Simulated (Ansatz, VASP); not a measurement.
# Sn3Sb2 in VASP and in Ansatz

```xyz
5
Lattice="5.3275 0.0000 0.0000 -2.6637 4.6137 0.0000 0.0000 0.0000 6.4121" Properties=species:S:1:pos:R:3 pbc="T T T"
Sn    0.0000    0.0000    0.0000
Sn    0.0000    3.0758    4.6193
Sn    2.6637    1.5379    1.7928
Sb    0.0000    3.0758    1.4784
Sb    2.6637    1.5379    4.9337
```

Alike in both runs: functional PBE; k mesh 12 × 12 × 6; occupations gaussian, width 0.1 eV; no spin polarisation.

Ansatz relaxed the structure, and its values are those at the end. VASP's run is a single point on that final structure, the one shown.

|  | VASP | Ansatz |
| --- | --- | --- |
| version | VASP 6.6.1 | Ansatz 0.2.0 |
| potentials or method | VASP PAW PBE potentials, release 64 (Sn_d, Sb), cutoff 520 eV | scalar-relativistic, plane waves, PAW |
| valence electrons in the cell | 52 | 72 |

|  | VASP | Ansatz | Ansatz less VASP |
| --- | --- | --- | --- |
| gap on the k mesh at the Fermi level (eV) | none | none | - |
| pressure (GPa) | 0.0 | 0.0 | +0.05 |

A gap of «none» marks a metal or a gap that the smearing closes. The functional is the same, so the differences come from potentials, cutoffs and numerics. VASP's potentials hold 52 valence electrons a cell and Ansatz's 72, so a difference there can come from the potentials and not from the codes.

Neither program's run includes spin-orbit coupling.
